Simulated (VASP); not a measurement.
# Mo (Im-3m) in VASP: further runs

Runs on Mo. Level: LDA. Tasks: relaxation of cell and atoms.

All numbers are computed with VASP 6.6.1; they aren't measurements. Logs are shortened: lines on timing, memory, paths and dates and some standing lists are left out, and cuts for length are marked.

## (1) The cell of the first run

The structure is cubic, space group Im-3m (No. 229). The conventional cell has a = 3.112 Å, b = 3.112 Å, c = 3.112 Å, α = 90.00°, β = 90.00°, γ = 90.00°. Mo (site symmetry m-3m) has 14 Mo at 2.70 to 3.11 Å within 3.6 Å.

## (2) Relaxation of cell and atoms, LDA

Input file INCAR:

```
SYSTEM = Mo
ALGO     = Normal         ! electronic algorithm
EDIFF    = 1E-6           ! SCF threshold, eV
EDIFFG   = -0.002         ! ionic threshold
ENCUT    = 600            ! plane-wave cutoff, eV
IBRION   = 2              ! ionic algorithm
ISIF     = 3              ! what is computed and relaxed
ISMEAR   = 0              ! smearing method
LASPH    = .TRUE.         ! aspherical terms in the spheres
LCHARG   = .FALSE.        ! write CHGCAR
LREAL    = .FALSE.        ! projectors in reciprocal space
LWAVE    = .FALSE.        ! write WAVECAR
NELM     = 80             ! most SCF steps
NSW      = 100            ! ionic steps
PREC     = Accurate       ! precision mode
SIGMA    = 0.1            ! smearing width, eV
```

Input file KPOINTS:

```
k-points
0
G
  16 16 16
  0 0 0
```

Input file POSCAR:

```
Mo
1.0
   -1.5561832913      1.5561832913      1.5561832913
    1.5561832913     -1.5561832913      1.5561832913
    1.5561832913      1.5561832913     -1.5561832913
Mo
1
Direct
    0.0000000000      0.0000000000      0.0000000000
```

Potentials or basis: VASP PAW LDA potentials, release 64 (Mo_sv).

Launch:

```sh
> cat potpaw_LDA.64/Mo_sv/POTCAR > POTCAR
> mpirun -np 1 vasp_std > vasp.out
```

OUTCAR:

```text
SYSTEM = Mo
   EDIFF = 1E-6
   EDIFFG = -0.002
   ENCUT = 600
   IBRION = 2
   ISIF = 3
   ISMEAR = 0
   LASPH = .TRUE.
   LREAL = .FALSE.
   NELM = 80
   NSW = 100
   PREC = Accurate

 ion  position               nearest neighbor table
   1  0.000  0.000  0.000-

  LATTYP: Found a body centered cubic cell.
 ALAT       =     3.1123665826

  Lattice vectors:

 A1 = (  -1.5561832913,   1.5561832913,   1.5561832913)
 A2 = (   1.5561832913,  -1.5561832913,   1.5561832913)
 A3 = (   1.5561832913,   1.5561832913,  -1.5561832913)

Analysis of symmetry for initial positions (statically):
=====================================================================
 Subroutine PRICEL returns:
 Original cell was already a primitive cell.

 Routine SETGRP: Setting up the symmetry group for a
 body centered cubic supercell.

 Subroutine GETGRP returns: Found 48 space group operations
 (whereof 48 operations were pure point group operations)
 out of a pool of 48 trial point group operations.

The static configuration has the point symmetry O_h .

Analysis of symmetry for dynamics (positions and initial velocities):
=====================================================================
 Subroutine PRICEL returns:
 Original cell was already a primitive cell.

 Routine SETGRP: Setting up the symmetry group for a
 body centered cubic supercell.

 Subroutine GETGRP returns: Found 48 space group operations
 (whereof 48 operations were pure point group operations)
 out of a pool of 48 trial point group operations.

The dynamic configuration has the point symmetry O_h .

 Subroutine INISYM returns: Found 48 space group operations
 (whereof 48 operations are pure point group operations),
 and found     1 'primitive' translations

----------------------------------------------------------------------------------------

                                     Primitive cell

  volume of cell :      15.0745

  direct lattice vectors                    reciprocal lattice vectors
    -1.556183291  1.556183291  1.556183291     0.000000000  0.321298913  0.321298913
     1.556183291 -1.556183291  1.556183291     0.321298913  0.000000000  0.321298913
     1.556183291  1.556183291 -1.556183291     0.321298913  0.321298913  0.000000000

  length of vectors
[... 91 lines left out ...]
   NELECT =      14.0000    total number of electrons
   NUPDOWN=      -1.0000    fix difference up-down
   EMIN   =  10.00;   EMAX   =-10.00  energy-range for DOS
   EFERMI =   0.00;   METHOD = LEGACY
   ISMEAR =     0;   SIGMA  =   0.10  broadening in eV -4-tet -1-fermi 0-gaus
   EFERMI_NEDOS =   21; number of points for ismear=-14 and -15
   IALGO  =     38    algorithm
   IMIX   =      4    mixing-type and parameters
     AMIX     =   0.40;   BMIX     =  1.00
     AMIX_MAG =   1.60;   BMIX_MAG =  1.00
  volume/ion in A,a.u.               =      15.07       101.73
  Fermi-wavevector in a.u.,A,eV,Ry     =   1.597240  3.018345 34.710839  2.551175
  Thomas-Fermi vector in A             =   2.694877
   LORBIT       =      0    0 simple, 1 ext, 2 COOP (PROOUT), +10 PAW based schemes
   GGA     = CA    functional components
   LHFCALC =     F    Hartree Fock is set to
   AEXX    =    0.0000 exact exchange contribution
   IVDW    =     0    specifies the selected vdW correction
   LEPSILON=     F    determine dielectric tensor
   LRPA    =     F    only Hartree local field effects (RPA)
 conjugate gradient relaxation of ions
 non-spin polarized calculation
 Gauss-broadening in eV      SIGMA  =   0.10
  energy-cutoff  :      600.00
  volume of cell :       15.07
 maximum number of plane-waves:       531
 NGX is ok and might be reduce to    24
   NGX = 11   NGY = 11   NGZ = 11

--------------------------------------- Ionic step        1  -------------------------------------------

 number of electron      13.9999999 magnetization

 Free energy of the ion-electron system (eV)
  ---------------------------------------------------
  ext. energy  EPLUGINS =         0.00000000
  ---------------------------------------------------
  free energy    TOTEN  =       -12.13702881 eV

  energy without entropy =      -12.13479300  energy(sigma->0) =      -12.13591091

------------------------ aborting loop because EDIFF is reached ----------------------------------------

  FORCE on cell =-STRESS in cart. coord.  units (eV):
  Direction    XX          YY          ZZ          XY          YZ          ZX
  --------------------------------------------------------------------------------------
  -------------------------------------------------------------------------------------
  Total        0.0671050      0.0671050      0.0671050      0.0000000      0.0000000      0.0000000
  in kB        7.1321960      7.1321960      7.1321960      0.0000000      0.0000000      0.0000000
  external PRESSURE =       7.1321960 kB  Pullay stress =       0.0000000 kB
[... 57 lines left out ...]
--------------------------------------- Ionic step        3  -------------------------------------------

 number of electron      13.9999999 magnetization

 Free energy of the ion-electron system (eV)
  ---------------------------------------------------
  ext. energy  EPLUGINS =         0.00000000
  ---------------------------------------------------
  free energy    TOTEN  =       -12.13711258 eV

  energy without entropy =      -12.13489246  energy(sigma->0) =      -12.13600252

 E-fermi :  13.0385     XC(G=0): -13.7923

 val. band max:       13.0364767745   @ k =  -0.1250   0.1250   0.1250
 cond. band min:      13.0666018051   @ k =   0.1875   0.0000   0.0000
 fundamental gap:      0.0301250306
 Fermi energy:        13.0385215027

 k-point     1 :       0.0000    0.0000    0.0000
  band No.  band energies     occupation
      1     -47.9154      2.00000
      2     -21.2729      2.00000
      3     -21.2729      2.00000
      4     -21.2729      2.00000
      5       5.6869      2.00000
      6      11.5843      2.00000
      7      11.5843      2.00000
      8      11.5843      2.00000
      9      14.7114      0.00000
     10      14.7114      0.00000
     11      27.8936      0.00000
[... 309 lines left out ...]
 k-point    24 :       0.2500    0.1875    0.0000
  band No.  band energies     occupation
      1     -47.6410      2.00000
      2     -22.5141      2.00000
      3     -21.7873      2.00000
      4     -21.4108      2.00000
      5       8.7097      2.00000
      6       9.9684      2.00000
      7      11.2014      2.00000
      8      14.1309      0.00000
      9      15.5357      0.00000
     10      17.9037      0.00000
     11      26.5655      0.00000

 [... further k-points ...]
[... 5 lines left out ...]
  --------------------------------------------------------------------------------------
  -------------------------------------------------------------------------------------
  Total       -0.0009698     -0.0009698     -0.0009698     -0.0000000      0.0000000      0.0000000
  in kB       -0.1028186     -0.1028186     -0.1028186     -0.0000000      0.0000000      0.0000000
  external PRESSURE =      -0.1028186 kB  Pullay stress =       0.0000000 kB
[... 16 lines left out ...]
  FREE ENERGIE OF THE ION-ELECTRON SYSTEM (eV)
  ---------------------------------------------------
  free  energy   TOTEN  =       -12.1371125787 eV

  energy  without entropy=      -12.1348924587  energy(sigma->0) =      -12.13600252

 reached required accuracy - stopping structural energy minimisation
```

CONTCAR:

```text
Mo
   1.00000000000000
    -1.5574640484538294    1.5574640484538294    1.5574640484538294
     1.5574640484538294   -1.5574640484538294    1.5574640484538294
     1.5574640484538294    1.5574640484538294   -1.5574640484538294
  Mo
     1
Direct
     0.0000000000000000    0.0000000000000000    0.0000000000000000

  0.00000000E+00  0.00000000E+00  0.00000000E+00
```

Wall time 17 s (1 thread of Intel Xeon 6975P-C (Granite Rapids), shared host); peak memory 0.16 GiB.

What came out:

- Free energy: -12.1371 eV
- Relaxed volume: 15.11 Å³/atom
- Relaxed cell: a = 2.698 Å, b = 2.698 Å, c = 2.698 Å, α = 109.47°, β = 109.47°, γ = 109.47°
- Space group after relaxing (to 0.05 Å): Im-3m (No. 229)
- Energy gained by relaxing: 0.1 meV/atom
- Ionic steps: 3
- Pressure after relaxing: 0.0 GPa
- Band gap on the k mesh: zero (band 7 reaches 17.23 eV, above the bottom of band 8 at 11.58 eV)

Final structure:
```cif
data_structure
_symmetry_space_group_name_H-M 'P 1'
_symmetry_Int_Tables_number 1
_cell_length_a 2.6976
_cell_length_b 2.6976
_cell_length_c 2.6976
_cell_angle_alpha 109.471
_cell_angle_beta 109.471
_cell_angle_gamma 109.471
_cell_volume 15.11
loop_
_atom_site_label
_atom_site_type_symbol
_atom_site_fract_x
_atom_site_fract_y
_atom_site_fract_z
_atom_site_occupancy
Mo1 Mo 0.00000 0.00000 0.00000 1
```

## (3) Relaxation of cell and atoms, LDA

Input file INCAR:

```
SYSTEM = Mo
PREC     = Accurate       ! precision mode
ENCUT    = 600            ! plane-wave cutoff, eV
EDIFF    = 1E-7           ! SCF threshold, eV
ISMEAR   = -1             ! smearing method
SIGMA    = 0.15           ! smearing width, eV
LREAL    = .False.        ! projectors in reciprocal space
LASPH    = .True.         ! aspherical terms in the spheres
NELM     = 60             ! most SCF steps
ALGO     = Normal         ! electronic algorithm
ISIF     = 3              ! what is computed and relaxed
LWAVE    = .False.        ! write WAVECAR
LCHARG   = .False.        ! write CHGCAR
IBRION   = 2              ! ionic algorithm
NSW      = 80             ! ionic steps
EDIFFG   = -0.001         ! ionic threshold
```

Input file KPOINTS:

```
Automatic mesh
0
Gamma
  16 16 16
  0 0 0
```

Input file POSCAR:

```
Mo
1.0
   -1.5554689552      1.5554689552      1.5554689552
    1.5554689552     -1.5554689552      1.5554689552
    1.5554689552      1.5554689552     -1.5554689552
Mo
1
Direct
    0.0000000000      0.0000000000      0.0000000000
```

Potentials or basis: VASP PAW LDA potentials, release 64 (Mo_sv).

Launch:

```sh
> cat potpaw_LDA.64/Mo_sv/POTCAR > POTCAR
> mpirun -np 1 vasp_std > vasp.out
```

OUTCAR:

```text
SYSTEM = Mo
   PREC = Accurate
   ENCUT = 600
   EDIFF = 1E-7
   ISMEAR = -1
   LREAL = .False.
   LASPH = .True.
   NELM = 60
   ISIF = 3
   IBRION = 2
   NSW = 80
   EDIFFG = -0.001

 ion  position               nearest neighbor table
   1  0.000  0.000  0.000-

  LATTYP: Found a body centered cubic cell.
 ALAT       =     3.1109379104

  Lattice vectors:

 A1 = (  -1.5554689552,   1.5554689552,   1.5554689552)
 A2 = (   1.5554689552,  -1.5554689552,   1.5554689552)
 A3 = (   1.5554689552,   1.5554689552,  -1.5554689552)

Analysis of symmetry for initial positions (statically):
=====================================================================
 Subroutine PRICEL returns:
[... 257 lines left out ...]
 k-point     1 :       0.0000    0.0000    0.0000
  band No.  band energies     occupation
      1     -47.9245      2.00000
      2     -21.2838      2.00000
      3     -21.2838      2.00000
      4     -21.2838      2.00000
      5       5.6786      2.00000
      6      11.5748      1.99985
      7      11.5748      1.99985
      8      11.5748      1.99985
      9      14.7016      0.00002
     10      14.7016      0.00002
     11      27.8826      0.00000
[... 309 lines left out ...]
 k-point    24 :       0.2500    0.1875    0.0000
  band No.  band energies     occupation
      1     -47.6508      2.00000
      2     -22.5227      2.00000
      3     -21.7973      2.00000
      4     -21.4214      2.00000
      5       8.7018      2.00000
      6       9.9606      2.00000
      7      11.1916      1.99999
      8      14.1207      0.00115
      9      15.5244      0.00000
     10      17.8893      0.00000
     11      26.5496      0.00000

 [... further k-points ...]

------------------------ aborting loop because EDIFF is reached ----------------------------------------

  FORCE on cell =-STRESS in cart. coord.  units (eV):
  Direction    XX          YY          ZZ          XY          YZ          ZX
  --------------------------------------------------------------------------------------
  -------------------------------------------------------------------------------------
  Total       -0.0004399     -0.0004399     -0.0004399      0.0000000     -0.0000000     -0.0000000
  in kB       -0.0466067     -0.0466067     -0.0466067      0.0000000     -0.0000000     -0.0000000
  external PRESSURE =      -0.0466067 kB  Pullay stress =       0.0000000 kB
[... 16 lines left out ...]
  FREE ENERGIE OF THE ION-ELECTRON SYSTEM (eV)
  ---------------------------------------------------
  free  energy   TOTEN  =       -12.1569328364 eV

  energy  without entropy=      -12.1114759520  energy(sigma->0) =      -12.13420439

 reached required accuracy - stopping structural energy minimisation
```

OSZICAR:

```text
N       E                     dE             d eps       ncg     rms          rms(c)
DAV:   1     0.106733444557E+03    0.10673E+03   -0.88385E+03  3206   0.146E+03
DAV:   2    -0.112049157876E+02   -0.11794E+03   -0.11434E+03  3358   0.377E+02
[... 20 lines left out ...]
DAV:   1    -0.121877804440E+02   -0.33168E-01   -0.77589E-01  3310   0.129E+01    0.221E+00
DAV:   2    -0.121585869052E+02    0.29194E-01   -0.62655E-02  3298   0.337E+00    0.316E-01
DAV:   3    -0.121566288467E+02    0.19581E-02   -0.88486E-03  3455   0.122E+00    0.354E-01
DAV:   4    -0.121569310179E+02   -0.30217E-03   -0.16354E-04  3313   0.149E-01    0.236E-02
DAV:   5    -0.121569330239E+02   -0.20060E-05   -0.18745E-05  3584   0.574E-02    0.302E-03
DAV:   6    -0.121569328358E+02    0.18817E-06   -0.28353E-07  3373   0.675E-03    0.405E-04
DAV:   7    -0.121569328364E+02   -0.65120E-09   -0.14258E-08  1781   0.168E-03
   3 F= -.12156933E+02 E0= -.12134204E+02  d E =-.269832E-03
```

Run time: 20 s. Hardware: 1 thread of Intel Xeon 6975P-C (Granite Rapids), shared host; peak memory 0.16 GiB.

What came out:

```
Free energy                            : -12.1569 eV
Relaxed volume                         : 15.12 Å³/atom
Relaxed cell                           : a = 2.698 Å, b = 2.698 Å, c = 2.698 Å, α = 109.47°, β = 109.47°, γ = 109.47°
Space group after relaxing (to 0.05 Å) : Im-3m (No. 229)
Energy gained by relaxing              : 0.3 meV/atom
Ionic steps                            : 3
Pressure after relaxing                : 0.0 GPa
Band gap on the k mesh                 : zero (band 7 reaches 17.22 eV, above the bottom of band 8 at 11.57 eV)
```

Step by step:
```
step  energy change (eV)  largest force (eV/Å)  pressure (GPa)  volume (Å³)
   1              0.0000                0.0000            1.29        15.05
   2              0.0021                0.0000           -3.69        15.32
   3             -0.0003                0.0000            0.00        15.12
```

Final structure:
```yaml
crystal:
  lattice:
    - [-1.55778, 1.55778, 1.55778]
    - [1.55778, -1.55778, 1.55778]
    - [1.55778, 1.55778, -1.55778]
  atoms:
    - { symbol: Mo, position: [0.00000, 0.00000, 0.00000] }
```
